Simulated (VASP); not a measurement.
A run of VASP 6.6.1 is set up as follows.

INCAR

```
SYSTEM = CuCl2
PREC     = Accurate       ! precision mode
ENCUT    = 520            ! plane-wave cutoff, eV
EDIFF    = 1E-6           ! SCF threshold, eV
ISMEAR   = -1             ! smearing method
SIGMA    = 0.05           ! smearing width, eV
LREAL    = .FALSE.        ! projectors in reciprocal space
LASPH    = .TRUE.         ! aspherical terms in the spheres
NELM     = 80             ! most SCF steps
ALGO     = Normal         ! electronic algorithm
ISIF     = 2              ! what is computed and relaxed
LWAVE    = .FALSE.        ! write WAVECAR
LCHARG   = .TRUE.         ! write CHGCAR
GGA      = PS             ! functional
LELF     = .TRUE.         ! ELF
LVHAR    = .TRUE.       
NBANDS   = 20             ! bands
```

KPOINTS

```
Automatic mesh
0
G
  8 8 8
  0 0 0
```

File POSCAR:

```
CuCl2
1.0
   -2.2397252621      2.2397252621      6.8138619953
    2.2397252621     -2.2397252621      6.8138619953
    2.2397252621      2.2397252621     -6.8138619953
Cu Cl
1 2
Direct
    0.0000000000      0.0000000000      0.0000000000
    0.0000000000      0.5000000000      0.5000000000
    0.5000000000      0.0000000000      0.5000000000
```

Potentials or basis: VASP PAW PBE potentials, release 64 (Cu, Cl).

Launch:

```bash
$ cat potpaw_PBE.64/Cu/POTCAR potpaw_PBE.64/Cl/POTCAR > POTCAR
$ mpirun -np 1 vasp_std > vasp.out
```

(1) Estimate the pressure.

(2) Predict the band gap on the k mesh.

## Answers

(1) -0.4 GPa.

(2) zero (an odd number of electrons rules out a gap without spin polarisation).

Caveat: the PAW data sets were made with another functional, which shifts forces and pressure a little; an odd number of electrons without spin polarisation forces a metal; a magnetic or distorted state may lie lower.
